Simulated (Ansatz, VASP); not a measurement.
## One calculation of MnO2, two programs

INCAR

```
PREC     = Accurate       # precision mode
ENCUT    = 520            # plane-wave cutoff, eV
EDIFF    = 1E-6           # SCF threshold, eV
ISMEAR   = -5             # smearing method
SIGMA    = 0.1            # smearing width, eV
LREAL    = F              # projectors in reciprocal space
LASPH    = T              # aspherical terms in the spheres
NELM     = 150            # most SCF steps
ALGO     = Normal         # electronic algorithm
ISIF     = 2              # what is computed and relaxed
LWAVE    = F              # write WAVECAR
LCHARG   = F              # write CHGCAR
ISPIN    = 2              # spin polarisation
MAGMOM   = 3 0 0          # initial moments
LORBIT   = 11             # projections on sites
LMAXMIX  = 4              # l up to which the mixer works
GGA      = RP             # functional
NBANDS   = 24             # bands
```

KPOINTS

```
Automatic mesh
0
Gamma
  14 14 6
```

The input POSCAR:

```
MnO2
1.0
    2.8768068094      0.0000000000      0.0000000000
   -1.4384034047      2.4913877787      0.0000000000
    0.0000000000      0.0000000000      5.4464523635
Mn O
1 2
Direct
    0.0000000000      0.0000000000      0.0000000000
    0.3333333333      0.6666666667      0.1753671606
    0.6666666667      0.3333333333      0.8246328394
```

Input for Ansatz:

```yaml
crystal:
  lattice:
    - [2.876806809388, 0.0, 0.0]
    - [-1.438403404694, 2.49138777871, 0.0]
    - [0.0, 0.0, 5.4464523635]
  atoms:
    - { symbol: Mn, position: [0.0, 0.0, 0.0], spin: 3.0 }
    - { symbol: O, position: [0.3333333333333, 0.6666666666667, 0.1753671606] }
    - { symbol: O, position: [0.6666666666667, 0.3333333333333, 0.8246328394] }
basis:
  ecutwfc: 420
  ecutrho_ratio: 4
kpoints:
  mp_grid: { grid: [14, 14, 6] }
hamiltonian:
  xc: rpbe
scf:
  occupations: { method: tetrahedron }
  initial_density: { chi_scale: 0.1 }
output:
  forces: true
  stress: true
magnetization:
  spin_polarized: true
```

Alike in both runs: task single point; functional RPBE; k mesh 14 × 14 × 6; occupations tetrahedron; collinear spin.

|  | VASP | Ansatz |
| --- | --- | --- |
| version | VASP 6.6.1 | Ansatz 0.2.0 |
| potentials or method | VASP PAW PBE potentials, release 64 (Mn_pv, O), cutoff 520 eV | scalar-relativistic, plane waves, PAW |
| valence electrons in the cell | 25 | 27 |

|  | VASP | Ansatz | Ansatz less VASP |
| --- | --- | --- | --- |
| gap on the k mesh at the Fermi level (eV) | 1.11 | 1.14 | +0.036 |
| pressure (GPa) | 4.7 | 4.0 | -0.73 |
| traceless stress, the component that is largest in VASP (GPa) | -1.59 | -1.24 | +0.344 |
| rms of the force components (eV/Å) | 0.183 | 0.141 | -0.0422 |
| net moment per atom (μB) | 1.00 | 1.00 | 0.000 |
| size of the moment on the site where the two differ most (μB) | 2.87 | 2.53 | -0.340 |

VASP's potentials were made for PBE, not for RPBE. Site moments also hang on the region over which each program counts them. Atom by atom the forces differ by 0.042 eV/Å (rms over components). VASP's potentials hold 25 valence electrons a cell and Ansatz's 27, so a difference there can come from the potentials and not from the codes. Ansatz's warnings: band table not solved further, stability check not made, tetrahedron derivatives may miss energy slope.
